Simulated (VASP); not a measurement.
# Al2O3 in VASP: notebook

The runs below take Al2O3 through single point, with PBE.

Everything below comes from runs of VASP 6.6.1. Logs are shortened: lines on timing, memory, paths and dates and some standing lists are left out, and cuts for length are marked.

## (1) The cell of the first run

The cell holds an amorphous packing of atoms, 25 atoms: a = 6.571 Å, b = 6.600 Å, c = 6.295 Å, α = 90.12°, β = 90.25°, γ = 89.62°.

## (2) Single point, PBE

INCAR

```
PREC = Accurate
ENCUT = 520
EDIFF = 1E-6
ISMEAR = -1
SIGMA = 0.2585
LREAL = Auto
LASPH = True
NELM = 100
ALGO = Normal
ISIF = 2
LWAVE = False
LCHARG = False
GGA = PE
NBANDS = 78
ISYM = 0
```

KPOINTS

```
Automatic mesh
0
Gamma
  1 1 1
```

POSCAR

```
Al2O3
1.0
    6.5712240000      0.0218150000     -0.0138680000
    0.0218150000      6.5996800000     -0.0068760000
   -0.0138680000     -0.0068760000      6.2950720000
Al O
10 15
Direct
    0.1333447093      0.1890784693      0.7248846920
    0.6345503649      0.1924594832      0.5659857895
    0.7896062971      0.8955163214      0.8077977234
    0.9306224618      0.5773424214      0.5332694652
    0.4429395526      0.3517127111      0.2886956753
    0.1448522971      0.9244624048      0.2590163250
    0.5490985295      0.5626580779      0.7941896034
    0.1257251076      0.6285633790      0.0107408712
    0.4653195995      1.0081253656      1.0780627961
    0.9168997392      0.2862777913      0.1617192006
    0.5891181646      0.1223291815      0.2750240229
    0.1934271996      1.1229617162      0.4541293464
    0.6143516442      0.8361759203      0.9852499502
    0.4089895980      0.0738233470      0.7807700177
    0.4595691545      0.3969483711      0.5502802386
    0.9457497955      0.6754295654      0.2775634515
    0.0859474738      0.8022955127      0.8447634123
    0.8613749154      0.3494335477      0.4088844818
    0.0735676770      0.4509051814      0.7466239720
    0.2116047206      0.3849157028      0.1181824790
    0.0064612740      1.0747759357      0.0803083371
    0.3860789210      0.7653829722      0.2662893952
    0.6507873923      0.4391907302      1.0454050398
    0.8619872855      1.1436673064      0.7468734108
    0.7034732122      0.7166636960      0.6501351448
```

Potentials or basis: VASP PAW PBE potentials, release 64 (Al, O).

The run is started by

```console
cat potpaw_PBE.64/Al/POTCAR potpaw_PBE.64/O/POTCAR > POTCAR
mpirun -np 1 vasp_gam > vasp.out
```

OUTCAR:

```text
PREC = Accurate
   ENCUT = 520
   EDIFF = 1E-6
   ISMEAR = -1
   LREAL = Auto
   LASPH = True
   NELM = 100
   ISIF = 2
   GGA = PE
   ISYM = 0

 ion  position               nearest neighbor table
   1  0.133  0.189  0.725-  19 1.77  12 1.80  24 1.82  14 1.99  21 2.51   3 3.03   4 3.12  10 3.16
                             9 3.33
   2  0.635  0.192  0.566-  15 1.77  24 1.90  11 1.91  18 2.08  14 2.16   5 2.39   3 2.68   7 2.88
                             4 3.22  10 3.22
   3  0.790  0.896  0.808-  25 1.64  13 1.66  24 1.75  17 2.05  21 2.52   2 2.68   7 2.72   9 2.83
                             4 2.87   1 3.03   8 3.09
   4  0.931  0.577  0.533-  16 1.74  18 1.76  19 1.83  25 1.90  17 2.66   3 2.87   7 3.01  10 3.02
                             1 3.12   6 3.21   2 3.22   8 3.28
   5  0.443  0.352  0.289-  15 1.68  11 1.79  20 1.87  23 2.14   2 2.39  12 2.47   9 2.63  10 3.24
                             8 3.27
   6  0.145  0.924  0.259-  21 1.75  12 1.82  22 1.90  16 2.11   9 2.46   8 2.50  10 2.88   4 3.21

   7  0.549  0.563  0.794-  25 1.71  23 1.90  15 1.97  13 2.21   3 2.72   2 2.88   4 3.01   8 3.13

   8  0.126  0.629  0.011-  17 1.57  20 1.83  19 2.06  16 2.08   6 2.50  22 2.51  10 2.82   3 3.09
                             7 3.13   5 3.27   4 3.28
   9  0.465  0.008  0.078-  13 1.60  11 1.66  14 1.96  22 2.07   6 2.46   5 2.63   3 2.83   1 3.33

  10  0.917  0.286  0.162-  21 1.60  18 1.65  20 2.07  23 2.14  11 2.52   8 2.82   6 2.88   4 3.02
                             1 3.16   2 3.22   5 3.24
  11  0.589  0.122  0.275-   9 1.66   5 1.79   2 1.91  10 2.52
  12  0.193  0.123  0.454-   1 1.80   6 1.82   5 2.47
  13  0.614  0.836  0.985-   9 1.60   3 1.66   7 2.21
  14  0.409  0.074  0.781-   9 1.96   1 1.99   2 2.16
  15  0.460  0.397  0.550-   5 1.68   2 1.77   7 1.97
  16  0.946  0.675  0.278-   4 1.74   8 2.08   6 2.11
  17  0.086  0.802  0.845-   8 1.57   3 2.05   4 2.66
  18  0.861  0.349  0.409-  10 1.65   4 1.76   2 2.08
  19  0.074  0.451  0.747-   1 1.77   4 1.83   8 2.06
  20  0.212  0.385  0.118-   8 1.83   5 1.87  10 2.07
  21  0.006  0.075  0.080-  10 1.60   6 1.75   1 2.51   3 2.52
  22  0.386  0.765  0.266-   6 1.90   9 2.07   8 2.51
  23  0.651  0.439  0.045-   7 1.90   5 2.14  10 2.14
  24  0.862  0.144  0.747-   3 1.75   1 1.82   2 1.90
  25  0.703  0.717  0.650-   3 1.64   7 1.71   4 1.90

IMPORTANT INFORMATION: All symmetrisations will be switched off!
NOSYMM: (Re-)initialisation of all symmetry stuff for point group C_1.

----------------------------------------------------------------------------------------

                                     Primitive cell

  volume of cell :     273.0000

  direct lattice vectors                    reciprocal lattice vectors
     6.571224000  0.021815000 -0.013868000     0.152181026 -0.000502680  0.000334705
     0.021815000  6.599680000 -0.006876000    -0.000502680  0.151524331  0.000164400
    -0.013868000 -0.006876000  6.295072000     0.000334705  0.000164400  0.158855335

  length of vectors
     6.571274844  6.599719636  6.295091031     0.152182224  0.151525254  0.158855773

  position of ions in fractional coordinates (direct lattice)
     0.133344709  0.189078469  0.724884692
     0.634550365  0.192459483  0.565985789
     0.789606297  0.895516321  0.807797723
     0.930622462  0.577342421  0.533269465
     0.442939553  0.351712711  0.288695675
     0.144852297  0.924462405  0.259016325
[... 17 lines left out ...]
     0.861987285  0.143667306  0.746873411
     0.703473212  0.716663696  0.650135145

  ion indices of the primitive-cell ions
   primitive index   ion index
                 1           1
                 2           2
                 3           3
                 4           4
                 5           5
                 6           6
[... 17 lines left out ...]
                24          24
                25          25

----------------------------------------------------------------------------------------

 KPOINTS: Automatic mesh

Automatic generation of k-mesh.
 Grid dimensions read from file:
 generate k-points for:    1    1    1

 Generating k-lattice:

  Cartesian coordinates                     Fractional coordinates (reciprocal lattice)
     0.152181026 -0.000502680  0.000334705     1.000000000  0.000000000  0.000000000
    -0.000502680  0.151524331  0.000164400    -0.000000000  1.000000000  0.000000000
     0.000334705  0.000164400  0.158855335     0.000000000  0.000000000  1.000000000

  Length of vectors
     0.152182224  0.151525254  0.158855773

  Shift w.r.t. Gamma in fractional coordinates (k-lattice)
     0.000000000  0.000000000  0.000000000

 Subroutine IBZKPT returns following result:
 ===========================================

 Found      1 irreducible k-points:

 Following reciprocal coordinates:
            Coordinates               Weight
  0.000000  0.000000  0.000000      1.000000
   k-points           NKPTS =      1   k-points in BZ     NKDIM =      1   number of bands    NBANDS=     78
   number of dos      NEDOS =    301   number of ions     NIONS =     25
   total plane-waves  NPLWV = 120000
   dimension x,y,z NGX =    50 NGY =   50 NGZ =   48
   dimension x,y,z NGXF=   100 NGYF=  100 NGZF=   96
   ions per type =              10  15
   NGX,Y,Z   is equivalent  to a cutoff of  12.65, 12.59, 12.68 a.u.
   NGXF,Y,Z  is equivalent  to a cutoff of  25.30, 25.19, 25.35 a.u.
 SYSTEM =  unknown system
   PREC   = accura    normal or accurate (medium, high low for compatibility)
   ISTART =      0    job   : 0-new  1-cont  2-samecut
   ICHARG =      2    charge: 1-file 2-atom 10-const
   ISPIN  =      1    spin polarized calculation?
   LNONCOLLINEAR =      F non collinear calculations
   LSORBIT =      F    spin-orbit coupling
   LASPH  =      T    aspherical Exc in radial PAW
   ENCUT  =  520.0 eV  38.22 Ry    6.18 a.u.  12.22 12.27 11.70*2*pi/ulx,y,z
   NELM   =    100;   NELMIN=  2; NELMDL= -5     # of ELM steps
   EDIFF  = 0.1E-05   stopping-criterion for ELM
   LREAL  =      T    real-space projection
   EDIFFG = 0.1E-04   stopping-criterion for IOM
   NSW    =      0    number of steps for IOM
   IBRION =     -1    ionic relax: 0-MD 1-quasi-New 2-CG
   NFREE  =      0    steps in history (QN), initial steepest desc. (CG)
   ISIF   =      2    stress and relaxation
   ISYM   =      0    0-nonsym 1-usesym 2-fastsym
   POTIM  = 0.5000    time-step for ionic-motion
   TEBEG  =    0.0;   TEEND  =   0.0 temperature during run
   PSTRESS=    0.0 pullay stress
   NELECT =     120.0000    total number of electrons
   NUPDOWN=      -1.0000    fix difference up-down
   EMIN   =  10.00;   EMAX   =-10.00  energy-range for DOS
   EFERMI =   0.00;   METHOD = LEGACY
   ISMEAR =    -1;   SIGMA  =   0.26  broadening in eV -4-tet -1-fermi 0-gaus
   EFERMI_NEDOS =   21; number of points for ismear=-14 and -15
   IALGO  =     38    algorithm
   IMIX   =      4    mixing-type and parameters
     AMIX     =   0.40;   BMIX     =  1.00
     AMIX_MAG =   1.60;   BMIX_MAG =  1.00
  volume/ion in A,a.u.               =      10.92        73.69
  Fermi-wavevector in a.u.,A,eV,Ry     =   1.244747  2.352231 21.080797  1.549395
  Thomas-Fermi vector in A             =   2.379000
   LORBIT       =      0    0 simple, 1 ext, 2 COOP (PROOUT), +10 PAW based schemes
   GGA     = PE    functional components
   LHFCALC =     F    Hartree Fock is set to
   AEXX    =    0.0000 exact exchange contribution
   IVDW    =     0    specifies the selected vdW correction
   LEPSILON=     F    determine dielectric tensor
   LRPA    =     F    only Hartree local field effects (RPA)
 non-spin polarized calculation
  energy-cutoff  :      520.00
  volume of cell :      273.00
 maximum number of plane-waves:      3674
 NGX is ok and might be reduce to    50
   NGX = 25   NGY = 25   NGZ = 23

 number of electron     120.0000006 magnetization

 Free energy of the ion-electron system (eV)
  ---------------------------------------------------
  ext. energy  EPLUGINS =         0.00000000
  ---------------------------------------------------
  free energy    TOTEN  =      -163.94119901 eV

  energy without entropy =     -163.47018694  energy(sigma->0) =     -163.70569297

 E-fermi :   5.2967     XC(G=0): -10.2684

 val. band max:        4.5893475727   @ k =   0.0000   0.0000   0.0000
 cond. band min:       5.8091952189   @ k =   0.0000   0.0000   0.0000
 fundamental gap:      1.2198476462
 Fermi energy:         5.2966989360

 k-point     1 :       0.0000    0.0000    0.0000
  band No.  band energies     occupation
      1     -15.3618      2.00000
      2     -14.9244      2.00000
      3     -14.4108      2.00000
      4     -14.3199      2.00000
      5     -13.6193      2.00000
      6     -13.3618      2.00000
[... 64 lines left out ...]
     71      11.7260      0.00000
     72      12.1142      0.00000
 [bands above 72 left out]

------------------------ aborting loop because EDIFF is reached ----------------------------------------

  FORCE on cell =-STRESS in cart. coord.  units (eV):
  Direction    XX          YY          ZZ          XY          YZ          ZX
  --------------------------------------------------------------------------------------
  -------------------------------------------------------------------------------------
  Total       -3.6771890     37.5038185      9.6047358      0.9706379      6.5272330     -8.5683464
  in kB      -21.5806218    220.1017481     56.3681039      5.6964627     38.3069095    -50.2857599
  external PRESSURE =      84.9630767 kB  Pullay stress =       0.0000000 kB

 VOLUME and BASIS-vectors are now :
 -----------------------------------------------------------------------------
  energy-cutoff  :      520.00
  volume of cell :      273.00
      direct lattice vectors                 reciprocal lattice vectors
     6.571224000  0.021815000 -0.013868000     0.152181026 -0.000502680  0.000334705
     0.021815000  6.599680000 -0.006876000    -0.000502680  0.151524331  0.000164400
    -0.013868000 -0.006876000  6.295072000     0.000334705  0.000164400  0.158855335

 POSITION                                       TOTAL-FORCE (eV/Angst)
 -----------------------------------------------------------------------------------
      0.87031      1.24578      4.56005         1.795850     -1.476275     -0.873273
      4.16612      1.28012      3.55280         1.494607     -1.109301      0.746981
      5.19701      5.92179      5.06804         4.909763      1.751830      3.164047
      6.12053      3.82691      3.34009         0.140904     -0.641757      0.232770
      2.91432      2.32887      1.80880        -1.960981      2.942383     -4.592848
      0.96843      6.10254      1.62216        -1.364527     -0.848412      3.937188
[... 17 lines left out ...]
      5.65709      0.96183      4.68868        -3.531722     -1.304158     -2.067497
      4.62930      4.74063      4.07796         1.747266     -2.752901     -4.492238
 -----------------------------------------------------------------------------------
    total drift:                               -0.003313      0.004786      0.011855

  FREE ENERGIE OF THE ION-ELECTRON SYSTEM (eV)
  ---------------------------------------------------
  free  energy   TOTEN  =      -163.9411990063 eV

  energy  without entropy=     -163.4701869364  energy(sigma->0) =     -163.70569297
```

Wall time 27 s (1 thread of Intel Xeon Platinum 8488C (Sapphire Rapids), shared host); peak memory 0.3 GiB.

What came out:

- Free energy: -163.9412 eV
- Pressure: 8.5 GPa
- Largest force: 6.662 eV/Å
- Band gap on the k mesh: 1.22 eV

Forces on the atoms (eV/Å):
```
Al   1.796 -1.476 -0.873
Al   1.495 -1.109  0.747
Al   4.910  1.752  3.164
Al   0.141 -0.642  0.233
Al  -1.961  2.942 -4.593
Al  -1.365 -0.848  3.937
Al  -0.115 -0.636  2.563
Al   0.494 -5.714  3.390
Al  -1.307 -1.501 -2.384
Al  -1.585  4.141 -0.542
O    0.507  1.683  2.979
O   -0.571 -1.189 -0.999
O    1.915 -3.528 -0.779
O   -0.248  1.703  1.578
O    1.372  2.232  3.247
O    3.175  2.871 -1.634
O   -2.156  4.370 -3.838
O   -2.437 -0.512  3.096
O    0.299  0.991  0.449
O    0.626  0.848  0.629
O    1.339 -3.712 -0.780
O   -4.071  2.159 -1.894
O   -0.468 -0.768 -1.134
O   -3.532 -1.304 -2.067
O    1.747 -2.753 -4.492
```

Caveat: the k points lie up to 1.00 Å⁻¹ apart.

## (3) Single point, PBE

INCAR

```
PREC     = Accurate       # precision mode
ENCUT    = 520            # plane-wave cutoff, eV
EDIFF    = 1E-7           # SCF threshold, eV
ISMEAR   = -1             # smearing method
SIGMA    = 0.2585         # smearing width, eV
LREAL    = Auto         
LASPH    = True           # aspherical terms in the spheres
NELM     = 80             # most SCF steps
ALGO     = Normal         # electronic algorithm
ISIF     = 2              # what is computed and relaxed
LWAVE    = False          # write WAVECAR
LCHARG   = False          # write CHGCAR
GGA      = PE             # functional
NBANDS   = 78             # bands
ISYM     = 0
```

KPOINTS is that of step 2.

POSCAR

```
Al2O3
1.0
    6.5712240000      0.0218150000     -0.0138680000
    0.0218150000      6.5996800000     -0.0068760000
   -0.0138680000     -0.0068760000      6.2950720000
Al O
10 15
Direct
    0.2887254048      0.2038153128      0.6358912937
    0.6689098981      0.1568349553      0.5306555413
    0.9461322985      0.8924605792      0.8713076708
    1.0083355211      0.6008081170      0.5336173683
    0.4690569817      0.3479550598      0.2420778382
    0.1662052694      0.9396212771      0.2487664590
    0.7734134786      0.5339906300      0.9795369168
    0.1642141091      0.6031496703     -0.0766220659
    0.5278641374      0.9710283728      1.0232529844
    0.9596542380      0.2978685641      0.2055064071
    0.5333646379      0.0875730635      0.3088344110
    0.1005619575      1.1280849208      0.4295010931
    0.6867795580      0.7663363235      1.0408091579
    0.4584284912      0.0667520517      0.7664046533
    0.5178100339      0.4017982626      0.5602070563
    0.9948076831      0.7504819474      0.3019819800
    0.1858179178      0.8078790668      0.7514452415
    0.8647918456      0.4072074812      0.4496078666
    0.1269275113      0.3677233411      0.7360825573
    0.2041554822      0.4276555008      0.1852977674
   -0.0009836527      1.0822751597      0.0646113472
    0.3441434745      0.7872845730      0.1033654501
    0.6593470598      0.3106224866      1.0872118167
    0.8391170328      1.0842436157      0.7264752705
    0.8275154004      0.6693820740      0.7599963360
```

Potentials or basis: VASP PAW PBE potentials, release 64 (Al, O).

The run is started by

```console
cat potpaw_PBE.64/Al/POTCAR potpaw_PBE.64/O/POTCAR > POTCAR
mpirun -np 1 vasp_gam > vasp.out
```

Run time: 33 s. Hardware: 1 thread of Intel Xeon Platinum 8488C (Sapphire Rapids), shared host; peak memory 0.3 GiB.

The run converged. Its results:

* Free energy: -163.1720 eV
* Pressure: 15.5 GPa
* Largest force: 7.462 eV/Å
* Band gap on the k mesh: 0.47 eV

Forces in eV/Å, atoms in the order of the input:
```
Al  -1.082  0.537 -2.355
Al   1.696  1.875  3.985
Al  -2.130  2.544 -1.099
Al  -0.161  0.893  1.120
Al  -4.771  2.275  5.267
Al  -0.830 -0.737  0.431
Al  -2.217  0.046 -0.656
Al   3.682 -3.223  2.088
Al   0.222 -0.755 -0.410
Al   1.885 -0.604  3.079
O   -1.592 -1.962 -1.208
O    3.048 -0.248  0.769
O    0.781  2.097  2.075
O    1.489 -1.067  1.709
O   -2.444 -2.270 -2.413
O    0.069 -0.824  1.002
O   -1.941 -1.245 -1.137
O   -1.807 -2.610 -2.912
O   -1.048  6.000  2.743
O    1.968  0.105 -1.750
O    1.249 -2.136 -0.487
O   -2.154  0.860  0.398
O    4.367  2.106 -4.616
O   -1.154 -0.241 -1.537
O    2.877 -1.417 -4.086
```

Stress tensor (GPa, compression positive):
```
20.47 -5.45 -6.17
-5.45 13.34 -1.75
-6.17 -1.75 12.79
```

Levels at points of the mesh, in eV from the valence-band top:
| k point | band 57 | band 58 | band 59 | band 60 | band 61 | band 62 | band 63 | band 64 |
| --- | --- | --- | --- | --- | --- | --- | --- | --- |
| (0.00, 0.00, 0.00) | -0.54 | -0.42 | -0.24 | 0.00 | 0.47 | 2.89 | 3.50 | 4.81 |

Caveat: the k points lie up to 1.00 Å⁻¹ apart.

(Continued in part 2 of 2.)
